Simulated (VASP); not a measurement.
# Sc (Fm-3m) in VASP: further runs

Sc is run at these levels: PBE, RPBE; tasks: single point.

All numbers are computed with VASP 6.6.1; they aren't measurements. Logs are shortened: lines on timing, memory, paths and dates and some standing lists are left out, and cuts for length are marked.

## (1) The cell of the first run

Symmetry: Fm-3m, No. 225, cubic system. Conventional cell: a = 4.623 Å, b = 4.623 Å, c = 4.623 Å, α = 90.00°, β = 90.00°, γ = 90.00°. Within 4.3 Å of Sc (site symmetry m-3m) lie 12 Sc at 3.27 Å.

## (2) Single point, PBE

File INCAR:

```
SYSTEM = Sc
PREC = Accurate
ENCUT = 520
EDIFF = 1E-7
ISMEAR = -1
SIGMA = 0.05
LREAL = .FALSE.
LASPH = .TRUE.
NELM = 60
ALGO = Fast
ISIF = 2
LWAVE = .FALSE.
LCHARG = .FALSE.
GGA = PE
NBANDS = 12
```

File KPOINTS:

```
regular mesh
0
G
  10 10 10
  0 0 0
```

File POSCAR:

```
Sc
1.0
    0.0000000000      2.3113765010      2.3113765010
    2.3113765010      0.0000000000      2.3113765010
    2.3113765010      2.3113765010      0.0000000000
Sc
1
Direct
    0.0000000000      0.0000000000      0.0000000000
```

Potentials or basis: VASP PAW PBE potentials, release 64 (Sc_sv).

Started as:

```console
> cat potpaw_PBE.64/Sc_sv/POTCAR > POTCAR
> mpirun -np 1 vasp_std > vasp.out
```

OUTCAR:

```text
SYSTEM = Sc
   PREC = Accurate
   ENCUT = 520
   EDIFF = 1E-7
   ISMEAR = -1
   LREAL = .FALSE.
   LASPH = .TRUE.
   NELM = 60
   ISIF = 2
   GGA = PE

 ion  position               nearest neighbor table
   1  0.000  0.000  0.000-

  LATTYP: Found a face centered cubic cell.
 ALAT       =     4.6227530020

  Lattice vectors:

 A1 = (   0.0000000000,   2.3113765010,   2.3113765010)
 A2 = (   2.3113765010,   0.0000000000,   2.3113765010)
 A3 = (   2.3113765010,   2.3113765010,   0.0000000000)

Analysis of symmetry for initial positions (statically):
=====================================================================
 Subroutine PRICEL returns:
 Original cell was already a primitive cell.

 Routine SETGRP: Setting up the symmetry group for a
 face centered cubic supercell.

 Subroutine GETGRP returns: Found 48 space group operations
 (whereof 48 operations were pure point group operations)
 out of a pool of 48 trial point group operations.

The static configuration has the point symmetry O_h .

Analysis of symmetry for dynamics (positions and initial velocities):
=====================================================================
 Subroutine PRICEL returns:
 Original cell was already a primitive cell.

 Routine SETGRP: Setting up the symmetry group for a
 face centered cubic supercell.

 Subroutine GETGRP returns: Found 48 space group operations
 (whereof 48 operations were pure point group operations)
 out of a pool of 48 trial point group operations.

The dynamic configuration has the point symmetry O_h .

 Subroutine INISYM returns: Found 48 space group operations
 (whereof 48 operations are pure point group operations),
 and found     1 'primitive' translations

----------------------------------------------------------------------------------------

                                     Primitive cell

  volume of cell :      24.6969

  direct lattice vectors                    reciprocal lattice vectors
     0.000000000  2.311376501  2.311376501    -0.216321313  0.216321313  0.216321313
     2.311376501  0.000000000  2.311376501     0.216321313 -0.216321313  0.216321313
     2.311376501  2.311376501  0.000000000     0.216321313  0.216321313 -0.216321313

  length of vectors
     3.268779995  3.268779995  3.268779995     0.374679505  0.374679505  0.374679505

  position of ions in fractional coordinates (direct lattice)
     0.000000000  0.000000000  0.000000000

  ion indices of the primitive-cell ions
   primitive index   ion index
                 1           1

----------------------------------------------------------------------------------------

 KPOINTS: regular mesh

Automatic generation of k-mesh.
 Grid dimensions read from file:
 generate k-points for:   10   10   10

 Generating k-lattice:

  Cartesian coordinates                     Fractional coordinates (reciprocal lattice)
    -0.021632131  0.021632131  0.021632131     0.100000000  0.000000000  0.000000000
     0.021632131 -0.021632131  0.021632131     0.000000000  0.100000000  0.000000000
     0.021632131  0.021632131 -0.021632131     0.000000000  0.000000000  0.100000000

  Length of vectors
     0.037467951  0.037467951  0.037467951

  Shift w.r.t. Gamma in fractional coordinates (k-lattice)
     0.000000000  0.000000000  0.000000000

 Subroutine IBZKPT returns following result:
 ===========================================

 Found     47 irreducible k-points:

 Following reciprocal coordinates:
            Coordinates               Weight
  0.000000  0.000000  0.000000      1.000000
  0.100000  0.000000  0.000000      8.000000
  0.200000  0.000000  0.000000      8.000000
  0.300000  0.000000  0.000000      8.000000
  0.400000  0.000000  0.000000      8.000000
  0.500000  0.000000  0.000000      4.000000
[... 16 lines left out ...]
  0.300000  0.300000  0.000000      6.000000
  0.400000  0.300000  0.000000     24.000000
 [... further k-points ...]
   k-points           NKPTS =     47   k-points in BZ     NKDIM =     47   number of bands    NBANDS=     12
   number of dos      NEDOS =    301   number of ions     NIONS =      1
   total plane-waves  NPLWV =  13824
   dimension x,y,z NGX =    24 NGY =   24 NGZ =   24
   dimension x,y,z NGXF=    48 NGYF=   48 NGZF=   48
   ions per type =               1
   NGX,Y,Z   is equivalent  to a cutoff of  12.21, 12.21, 12.21 a.u.
   NGXF,Y,Z  is equivalent  to a cutoff of  24.41, 24.41, 24.41 a.u.
 SYSTEM =  Sc
   PREC   = accura    normal or accurate (medium, high low for compatibility)
   ISTART =      0    job   : 0-new  1-cont  2-samecut
   ICHARG =      2    charge: 1-file 2-atom 10-const
   ISPIN  =      1    spin polarized calculation?
   LNONCOLLINEAR =      F non collinear calculations
   LSORBIT =      F    spin-orbit coupling
   LASPH  =      T    aspherical Exc in radial PAW
   ENCUT  =  520.0 eV  38.22 Ry    6.18 a.u.   6.08  6.08  6.08*2*pi/ulx,y,z
   NELM   =     60;   NELMIN=  2; NELMDL= -5     # of ELM steps
   EDIFF  = 0.1E-06   stopping-criterion for ELM
   LREAL  =      F    real-space projection
   EDIFFG = 0.1E-05   stopping-criterion for IOM
   NSW    =      0    number of steps for IOM
   IBRION =     -1    ionic relax: 0-MD 1-quasi-New 2-CG
   NFREE  =      0    steps in history (QN), initial steepest desc. (CG)
   ISIF   =      2    stress and relaxation
   ISYM   =      2    0-nonsym 1-usesym 2-fastsym
   POTIM  = 0.5000    time-step for ionic-motion
   TEBEG  =    0.0;   TEEND  =   0.0 temperature during run
   PSTRESS=    0.0 pullay stress
   NELECT =      11.0000    total number of electrons
   NUPDOWN=      -1.0000    fix difference up-down
   EMIN   =  10.00;   EMAX   =-10.00  energy-range for DOS
   EFERMI =   0.00;   METHOD = LEGACY
   ISMEAR =    -1;   SIGMA  =   0.05  broadening in eV -4-tet -1-fermi 0-gaus
   EFERMI_NEDOS =   21; number of points for ismear=-14 and -15
   IALGO  =     68    algorithm
   IMIX   =      4    mixing-type and parameters
     AMIX     =   0.40;   BMIX     =  1.00
     AMIX_MAG =   1.60;   BMIX_MAG =  1.00
  volume/ion in A,a.u.               =      24.70       166.66
  Fermi-wavevector in a.u.,A,eV,Ry     =   1.250235  2.362602 21.267102  1.563088
  Thomas-Fermi vector in A             =   2.384239
   LORBIT       =      0    0 simple, 1 ext, 2 COOP (PROOUT), +10 PAW based schemes
   GGA     = PE    functional components
   LHFCALC =     F    Hartree Fock is set to
   AEXX    =    0.0000 exact exchange contribution
   IVDW    =     0    specifies the selected vdW correction
   LEPSILON=     F    determine dielectric tensor
   LRPA    =     F    only Hartree local field effects (RPA)
 non-spin polarized calculation
 RMM-DIIS sequential band-by-band and
  energy-cutoff  :      520.00
  volume of cell :       24.70
 maximum number of plane-waves:       678
   NGX = 13   NGY = 13   NGZ = 13

 number of electron      10.9999999 magnetization

 Free energy of the ion-electron system (eV)
  ---------------------------------------------------
  ext. energy  EPLUGINS =         0.00000000
  ---------------------------------------------------
  free energy    TOTEN  =        -6.20780264 eV

  energy without entropy =       -6.19009142  energy(sigma->0) =       -6.19894703

 E-fermi :   3.7272     XC(G=0):  -9.8671

 val. band max:        3.7260888736   @ k =  -0.4000   0.4000   0.2000
 cond. band min:       3.7458312624   @ k =   0.3000   0.3000   0.0000
 fundamental gap:      0.0197423887
 Fermi energy:         3.7272498878

 k-point     1 :       0.0000    0.0000    0.0000
  band No.  band energies     occupation
      1     -45.7114      2.00000
      2     -24.1293      2.00000
      3     -24.1293      2.00000
      4     -24.1293      2.00000
      5      -1.4581      2.00000
      6       5.3075      0.00000
      7       5.3075      0.00000
      8       5.3075      0.00000
      9       6.6801      0.00000
     10       6.6801      0.00000
     11      16.2206      0.00000
     12      19.6032      0.00000

 k-point     2 :       0.1000    0.0000    0.0000
  band No.  band energies     occupation
      1     -45.7058      2.00000
      2     -24.1678      2.00000
      3     -24.1343      2.00000
      4     -24.1343      2.00000
      5      -1.2068      2.00000
      6       5.1255      0.00000
      7       5.3960      0.00000
      8       5.3960      0.00000
      9       6.6212      0.00000
     10       6.6212      0.00000
     11      16.3948      0.00000
     12      17.9422      0.00000

 k-point     3 :       0.2000    0.0000    0.0000
  band No.  band energies     occupation
      1     -45.6912      2.00000
      2     -24.2673      2.00000
      3     -24.1472      2.00000
      4     -24.1472      2.00000
      5      -0.4962      2.00000
      6       4.6982      0.00000
      7       5.5261      0.00000
      8       5.5261      0.00000
      9       6.6088      0.00000
     10       6.6088      0.00000
     11      15.2027      0.00000
     12      16.9847      0.00000
[... 286 lines left out ...]
 k-point    23 :       0.3000    0.3000    0.0000
  band No.  band energies     occupation
      1     -45.6605      2.00000
      2     -24.3755      2.00000
      3     -24.2207      2.00000
      4     -24.2207      2.00000
      5       1.0674      2.00000
      6       3.7458      0.81630
      7       5.1367      0.00000
      8       6.5820      0.00000
      9       6.5820      0.00000
     10       7.2411      0.00000
     11      15.2993      0.00000
     12      15.2994      0.00000

 k-point    24 :       0.4000    0.3000    0.0000
  band No.  band energies     occupation
      1     -45.6489      2.00000
      2     -24.4268      2.00000
      3     -24.2487      2.00000
      4     -24.2364      2.00000
      5       1.7556      2.00000
      6       3.5169      1.97063
      7       4.8884      0.00000
      8       6.7101      0.00000
      9       7.2279      0.00000
     10       7.5153      0.00000
     11      13.4046      0.00000
     12      14.6202      0.00000

 [... further k-points ...]
[... 5 lines left out ...]
  --------------------------------------------------------------------------------------
  -------------------------------------------------------------------------------------
  Total       -0.0041629     -0.0041629     -0.0041629     -0.0000000     -0.0000000      0.0000000
  in kB       -0.2700595     -0.2700595     -0.2700595     -0.0000000     -0.0000000      0.0000000
  external PRESSURE =      -0.2700595 kB  Pullay stress =       0.0000000 kB

 VOLUME and BASIS-vectors are now :
 -----------------------------------------------------------------------------
  energy-cutoff  :      520.00
  volume of cell :       24.70
      direct lattice vectors                 reciprocal lattice vectors
     0.000000000  2.311376501  2.311376501    -0.216321313  0.216321313  0.216321313
     2.311376501  0.000000000  2.311376501     0.216321313 -0.216321313  0.216321313
     2.311376501  2.311376501  0.000000000     0.216321313  0.216321313 -0.216321313

 POSITION                                       TOTAL-FORCE (eV/Angst)
 -----------------------------------------------------------------------------------
      0.00000      0.00000      0.00000        -0.000000     -0.000000      0.000000
 -----------------------------------------------------------------------------------
    total drift:                                0.000000      0.000000     -0.000000

  FREE ENERGIE OF THE ION-ELECTRON SYSTEM (eV)
  ---------------------------------------------------
  free  energy   TOTEN  =        -6.2078026363 eV

  energy  without entropy=       -6.1900914168  energy(sigma->0) =       -6.19894703
```

It took 20 s on 1 thread of Intel Xeon Platinum 8259CL at 2.50GHz (Skylake/Cascade Lake), shared host; peak memory 0.14 GiB.

Results:

| Property | Result |
| --- | --- |
| Free energy | -6.2078 eV |
| Pressure | 0.0 GPa |

## (3) Single point, RPBE

This run uses another cell than the first one, of 25.72 Å³/atom, 1.042 times its volume.

File INCAR:

```
PREC = Accurate
ENCUT = 520
EDIFF = 1E-6
ISMEAR = -1
SIGMA = 0.05
LREAL = False
LASPH = True
NELM = 80
ALGO = Normal
ISIF = 2
LWAVE = False
LCHARG = False
GGA = RP
NBANDS = 12
```

File KPOINTS:

```
Automatic mesh
0
Gamma
  10 10 10
```

File POSCAR:

```
Sc
1.0
    0.0000000000      2.3429858674      2.3429858674
    2.3429858674      0.0000000000      2.3429858674
    2.3429858674      2.3429858674      0.0000000000
Sc
1
Direct
    0.0000000000      0.0000000000      0.0000000000
```

Potentials or basis: VASP PAW PBE potentials, release 64 (Sc_sv).

Started as:

```console
> cat potpaw_PBE.64/Sc_sv/POTCAR > POTCAR
> mpirun -np 1 vasp_std > vasp.out
```

Wall time 29 s (1 thread of Intel Xeon Platinum 8259CL at 2.50GHz (Skylake/Cascade Lake), shared host); peak memory 0.16 GiB.

The run converged. Its results:

```
Free energy : -5.8984 eV
Pressure    : 0.0 GPa
```

Levels at points of the mesh, in eV from the Fermi level:
```
           k point  band 2  band 3  band 4  band 5  band 6  band 7  band 8  band 9
(0.00, 0.00, 0.00)  -28.07  -28.07  -28.07   -5.11    1.54    1.54    1.54    2.84
(0.50, 0.00, 0.00)  -28.40  -28.11  -28.11   -1.70    0.12    1.44    1.44    3.67
(0.50, 0.50, 0.00)  -28.38  -28.19  -28.19   -1.43   -0.55    1.76    3.67    3.88
```

Caveat: the PAW data sets were made with another functional, which shifts forces and pressure a little.
